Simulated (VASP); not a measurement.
# Ag (Fd-3m) in VASP: further runs

The runs below take Ag through single point, with PBE.

Everything below comes from runs of VASP 6.6.1. Logs are shortened: lines on timing, memory, paths and dates and some standing lists are left out, and cuts for length are marked.

**1. The cell of the first run**

Symmetry: Fd-3m, No. 227, cubic system. The conventional cell has a = 5.374 Å, b = 5.374 Å, c = 5.374 Å, α = 90.00°, β = 90.00°, γ = 90.00°. Ag (site symmetry -43m) has 4 Ag at 2.33 Å within 3.1 Å.

This isn't the form of Ag at room conditions, which is fcc.

**2. Single point, PBE**

INCAR reads:

```
SYSTEM = Ag
  PREC = Accurate
  ENCUT = 500
  EDIFF = 1E-6
  ISMEAR = -1
  SIGMA = 0.05
  LREAL = .False.
  LASPH = .True.
  NELM = 120
  ALGO = Normal
  ISIF = 2
  LWAVE = .False.
  LCHARG = .True.
  GGA = PE
  LELF = .True.
  LVHAR = .True.
  NBANDS = 18
  GGA_COMPAT = .False.
```

KPOINTS reads:

```
regular mesh
0
Gamma
  8 8 8
  0 0 0
```

POSCAR reads:

```
Ag
1.0
    0.0000000000      2.6869938254      2.6869938254
    2.6869938254      0.0000000000      2.6869938254
    2.6869938254      2.6869938254      0.0000000000
Ag
2
Direct
    1.0000000000      1.0000000000      1.0000000000
    0.2500000000      0.2500000000      0.2500000000
```

Potentials or basis: VASP PAW PBE potentials, release 64 (Ag).

On the command line:

```console
cat potpaw_PBE.64/Ag/POTCAR > POTCAR
mpirun -np 1 vasp_std > vasp.out
```

OUTCAR:

```text
SYSTEM = Ag
   PREC = Accurate
   ENCUT = 500
   EDIFF = 1E-6
   ISMEAR = -1
   LREAL = .False.
   LASPH = .True.
   NELM = 120
   ISIF = 2
   GGA = PE

 ion  position               nearest neighbor table
   1  0.000  0.000  0.000-   2 2.33   2 2.33   2 2.33   2 2.33
   2  0.250  0.250  0.250-   1 2.33   1 2.33   1 2.33   1 2.33

  LATTYP: Found a face centered cubic cell.
 ALAT       =     5.3739876508

  Lattice vectors:

 A1 = (   0.0000000000,   2.6869938254,   2.6869938254)
 A2 = (   2.6869938254,   0.0000000000,   2.6869938254)
 A3 = (   2.6869938254,   2.6869938254,   0.0000000000)

Analysis of symmetry for initial positions (statically):
=====================================================================
 Subroutine PRICEL returns:
 Original cell was already a primitive cell.

 Routine SETGRP: Setting up the symmetry group for a
 face centered cubic supercell.

 Subroutine GETGRP returns: Found 48 space group operations
 (whereof 24 operations were pure point group operations)
 out of a pool of 48 trial point group operations.

The static configuration has the point symmetry T_d .
 The point group associated with its full space group is O_h .

Analysis of symmetry for dynamics (positions and initial velocities):
=====================================================================
 Subroutine PRICEL returns:
 Original cell was already a primitive cell.

 Routine SETGRP: Setting up the symmetry group for a
 face centered cubic supercell.

 Subroutine GETGRP returns: Found 48 space group operations
 (whereof 24 operations were pure point group operations)
 out of a pool of 48 trial point group operations.

The dynamic configuration has the point symmetry T_d .
 The point group associated with its full space group is O_h .

 Subroutine INISYM returns: Found 48 space group operations
 (whereof 24 operations are pure point group operations),
 and found     1 'primitive' translations

----------------------------------------------------------------------------------------

                                     Primitive cell

  volume of cell :      38.7998

  direct lattice vectors                    reciprocal lattice vectors
     0.000000000  2.686993825  2.686993825    -0.186081559  0.186081559  0.186081559
     2.686993825  0.000000000  2.686993825     0.186081559 -0.186081559  0.186081559
     2.686993825  2.686993825  0.000000000     0.186081559  0.186081559 -0.186081559

  length of vectors
[... 75 lines left out ...]
   ICHARG =      2    charge: 1-file 2-atom 10-const
   ISPIN  =      1    spin polarized calculation?
   LNONCOLLINEAR =      F non collinear calculations
   LSORBIT =      F    spin-orbit coupling
   LASPH  =      T    aspherical Exc in radial PAW
   ENCUT  =  500.0 eV  36.75 Ry    6.06 a.u.   6.93  6.93  6.93*2*pi/ulx,y,z
   NELM   =    120;   NELMIN=  2; NELMDL= -5     # of ELM steps
   EDIFF  = 0.1E-05   stopping-criterion for ELM
   LREAL  =      F    real-space projection
   EDIFFG = 0.1E-04   stopping-criterion for IOM
   NSW    =      0    number of steps for IOM
   IBRION =     -1    ionic relax: 0-MD 1-quasi-New 2-CG
   NFREE  =      0    steps in history (QN), initial steepest desc. (CG)
   ISIF   =      2    stress and relaxation
   ISYM   =      2    0-nonsym 1-usesym 2-fastsym
   POTIM  = 0.5000    time-step for ionic-motion
   TEBEG  =    0.0;   TEEND  =   0.0 temperature during run
   PSTRESS=    0.0 pullay stress
   NELECT =      22.0000    total number of electrons
   NUPDOWN=      -1.0000    fix difference up-down
   EMIN   =  10.00;   EMAX   =-10.00  energy-range for DOS
   EFERMI =   0.00;   METHOD = LEGACY
   ISMEAR =    -1;   SIGMA  =   0.05  broadening in eV -4-tet -1-fermi 0-gaus
   EFERMI_NEDOS =   21; number of points for ismear=-14 and -15
   IALGO  =     38    algorithm
   IMIX   =      4    mixing-type and parameters
     AMIX     =   0.40;   BMIX     =  1.00
     AMIX_MAG =   1.60;   BMIX_MAG =  1.00
  volume/ion in A,a.u.               =      19.40       130.92
  Fermi-wavevector in a.u.,A,eV,Ry     =   1.354999  2.560577 24.980609  1.836023
  Thomas-Fermi vector in A             =   2.482124
   LORBIT       =      0    0 simple, 1 ext, 2 COOP (PROOUT), +10 PAW based schemes
   GGA     = PE    functional components
   LHFCALC =     F    Hartree Fock is set to
   AEXX    =    0.0000 exact exchange contribution
   IVDW    =     0    specifies the selected vdW correction
   LEPSILON=     F    determine dielectric tensor
   LRPA    =     F    only Hartree local field effects (RPA)
 non-spin polarized calculation
  energy-cutoff  :      500.00
  volume of cell :       38.80
 maximum number of plane-waves:       995
   NGX = 13   NGY = 13   NGZ = 13

 number of electron      22.0000011 magnetization

 Free energy of the ion-electron system (eV)
  ---------------------------------------------------
  ext. energy  EPLUGINS =         0.00000000
  ---------------------------------------------------
  free energy    TOTEN  =        -2.04446119 eV

  energy without entropy =       -2.04118274  energy(sigma->0) =       -2.04282196

 E-fermi :   6.9274     XC(G=0): -11.1430

 val. band max:        6.7076204203   @ k =  -0.3750   0.3750   0.1250
 cond. band min:       6.9863294004   @ k =   0.5000   0.1250   0.0000
 fundamental gap:      0.2787089801
 Fermi energy:         6.9274355771

 k-point     1 :       0.0000    0.0000    0.0000
  band No.  band energies     occupation
      1       0.0094      2.00000
      2       0.5461      2.00000
      3       0.5461      2.00000
      4       0.7238      2.00000
      5       0.7238      2.00000
      6       0.7238      2.00000
[... 481 lines left out ...]
      5       1.5760      2.00000
      6       1.6033      2.00000
[... 10 lines left out ...]
     17      23.0366      0.00000
     18      23.4515      0.00000

 [... further k-points ...]
[... 5 lines left out ...]
  --------------------------------------------------------------------------------------
  -------------------------------------------------------------------------------------
  Total       10.7201003     10.7201003     10.7201003      0.0000000      0.0000000      0.0000000
  in kB      442.6693276    442.6693276    442.6693276      0.0000000      0.0000000      0.0000000
  external PRESSURE =     442.6693276 kB  Pullay stress =       0.0000000 kB

 VOLUME and BASIS-vectors are now :
 -----------------------------------------------------------------------------
  energy-cutoff  :      500.00
  volume of cell :       38.80
      direct lattice vectors                 reciprocal lattice vectors
     0.000000000  2.686993825  2.686993825    -0.186081559  0.186081559  0.186081559
     2.686993825  0.000000000  2.686993825     0.186081559 -0.186081559  0.186081559
     2.686993825  2.686993825  0.000000000     0.186081559  0.186081559 -0.186081559

 POSITION                                       TOTAL-FORCE (eV/Angst)
 -----------------------------------------------------------------------------------
      0.00000      0.00000      0.00000         0.000000      0.000000      0.000000
      1.34350      1.34350      1.34350        -0.000000     -0.000000     -0.000000
 -----------------------------------------------------------------------------------
    total drift:                                0.000000      0.000000      0.000000

  FREE ENERGIE OF THE ION-ELECTRON SYSTEM (eV)
  ---------------------------------------------------
  free  energy   TOTEN  =        -2.0444611884 eV

  energy  without entropy=       -2.0411827369  energy(sigma->0) =       -2.04282196
```

OSZICAR:

```text
N       E                     dE             d eps       ncg     rms          rms(c)
DAV:   1     0.128008760233E+03    0.12801E+03   -0.11152E+04  1052   0.114E+03
DAV:   2    -0.412460096845E+00   -0.12842E+03   -0.12265E+03  1078   0.261E+02
DAV:   3    -0.239991113836E+01   -0.19875E+01   -0.19823E+01  1216   0.380E+01
DAV:   4    -0.240931807374E+01   -0.94069E-02   -0.94061E-02  1210   0.244E+00
DAV:   5    -0.240943957994E+01   -0.12151E-03   -0.12151E-03  1170   0.289E-01    0.135E+01
DAV:   6    -0.208626066873E+01    0.32318E+00   -0.77650E-01  1214   0.857E+00    0.870E+00
DAV:   7    -0.205077639683E+01    0.35484E-01   -0.22652E-02  1138   0.135E+00    0.343E+00
DAV:   8    -0.204441190975E+01    0.63645E-02   -0.24856E-03  1114   0.450E-01    0.680E-02
DAV:   9    -0.204444862797E+01   -0.36718E-04   -0.17145E-05  1234   0.314E-02    0.258E-02
DAV:  10    -0.204446108840E+01   -0.12460E-04   -0.89512E-06  1202   0.232E-02    0.200E-03
DAV:  11    -0.204446118842E+01   -0.10002E-06   -0.10435E-07   670   0.241E-03
   1 F= -.20444612E+01 E0= -.20428220E+01  d E =-.327845E-02
```

stdout:

```text
POSCAR found type information on POSCAR Ag
 POSCAR found :  1 types and       2 ions
 scaLAPACK will be used
 LDA part: xc-table for (Slater+PW92), standard interpolation
 POSCAR, INCAR and KPOINTS ok, starting setup
 FFT: planning ... GRIDC
 FFT: planning ... GRID_SOFT
 FFT: planning ... GRID
 WAVECAR not read
 entering main loop
```

Wall time 8.7 s (1 thread of AMD EPYC 9R45 (Zen 5), shared host); peak memory 0.13 GiB.

Results:

| Quantity | Value |
| --- | --- |
| Free energy | -2.0445 eV |
| Pressure | 44.3 GPa |
| Band gap on the k mesh | zero (bands 11 and 12 overlap by 1.41 eV) |

Caveat: the cell stands under pressure.

**3. Single point, PBE**

This run uses another cell than the first one, of 20.94 Å³/atom.

INCAR reads:

```
SYSTEM = Ag
  ALGO = Normal
  EDIFF = 1E-6
  ENCUT = 500
  GGA = PE
  GGA_COMPAT = .False.
  ISIF = 2
  ISMEAR = -1
  LASPH = .True.
  LCHARG = .False.
  LREAL = .False.
  LWAVE = .False.
  NBANDS = 18
  NELM = 120
  PREC = Accurate
  SIGMA = 0.05
```

KPOINTS reads:

```
k-points
0
Gamma
  8 8 8
  0 0 0
```

POSCAR reads:

```
Ag
1.0
    0.0000000000      2.7563650620      2.7563650620
    2.7563650620      0.0000000000      2.7563650620
    2.7563650620      2.7563650620      0.0000000000
Ag
2
Direct
    1.0000000000      1.0000000000      1.0000000000
    0.2500000000      0.2500000000      0.2500000000
```

Potentials or basis: VASP PAW PBE potentials, release 64 (Ag).

On the command line:

```console
cat potpaw_PBE.64/Ag/POTCAR > POTCAR
mpirun -np 1 vasp_std > vasp.out
```

Wall time 8.7 s (1 thread of AMD EPYC 9R45 (Zen 5), shared host); peak memory 0.13 GiB.

Results (log left out):

| Item | Value |
| --- | --- |
| Free energy | -2.7462 eV |
| Pressure | 29.5 GPa |
| Band gap on the k mesh | zero (bands 11 and 12 overlap by 1.40 eV) |

Levels at points of the mesh, in eV from the Fermi level:
```
           k point  band 9  band 10  band 11  band 12  band 13  band 14
(0.00, 0.00, 0.00)   -3.69    -2.55    -2.55    11.26    11.26    11.26
(0.50, 0.00, 0.00)   -2.69    -2.69    -1.48    -0.47     7.87     7.87
(0.50, 0.50, 0.00)   -2.50    -2.50     0.42     0.42     3.86     3.86
```

Caveat: the cell stands under pressure.

**4. Single point, PBE**

This run uses another cell than the first one, of 23.42 Å³/atom.

INCAR reads:

```
PREC = Accurate ; ENCUT = 500
EDIFF = 1E-6 ; ISMEAR = -1
SIGMA = 0.05 ; LREAL = False
LASPH = True ; NELM = 120
ALGO = Normal ; ISIF = 2
LWAVE = False ; LCHARG = False
GGA = PE ; NBANDS = 18
GGA_COMPAT = False
```

KPOINTS reads:

```
regular mesh
0
Gamma
  8 8 8
```

POSCAR reads:

```
Ag
1.0
    0.0000000000      2.8610041092      2.8610041092
    2.8610041092      0.0000000000      2.8610041092
    2.8610041092      2.8610041092      0.0000000000
Ag
2
Direct
    1.0000000000      1.0000000000      1.0000000000
    0.2500000000      0.2500000000      0.2500000000
```

On the command line:

```console
cat potpaw_PBE.64/Ag/POTCAR > POTCAR
mpirun -np 1 vasp_std > vasp.out
```

Run time: 9.7 s. Hardware: 1 thread of AMD EPYC 9R45 (Zen 5), shared host; peak memory 0.14 GiB.

Results (log left out):

| Property | Result |
| --- | --- |
| Free energy | -3.4101 eV |
| Pressure | 14.8 GPa |
| Band gap on the k mesh | zero (bands 11 and 12 overlap by 1.39 eV) |

Levels at points of the mesh, in eV from the Fermi level:
```csv
k point,band 7,band 8,band 9,band 10,band 11,band 12,band 13,band 14,band 15,band 16
"(0.00, 0.00, 0.00)",-3.45,-3.45,-3.45,-2.53,-2.53,10.37,10.37,10.37,10.86,10.86
"(0.50, 0.00, 0.00)",-3.24,-3.24,-2.63,-2.63,-1.09,-0.58,7.31,7.31,9.86,11.36
"(0.50, 0.50, 0.00)",-3.83,-3.83,-2.48,-2.48,0.36,0.36,3.80,3.80,8.19,8.19
```

Caveat: the cell stands under pressure.

**5. The runs side by side**

| cell | gap on the mesh (eV) | pressure (GPa) |
| --- | --- | --- |
| a = 3.800 Å, angles 60.0°, 2 atoms | none | 44.3 |
| a = 3.898 Å, angles 60.0°, 2 atoms | none | 29.5 |
| a = 4.046 Å, angles 60.0°, 2 atoms | none | 14.8 |

Alike in all rows: task single point; level PBE; potentials or basis VASP PAW PBE potentials, release 64 (Ag); no spin polarisation; k mesh 8 × 8 × 8; cutoff (eV) 500; smearing fermi-dirac 0.05 eV.

Caveats: the cell stands under pressure.

Total energies depend on the potentials used, so only differences within one code and one set of settings carry meaning.
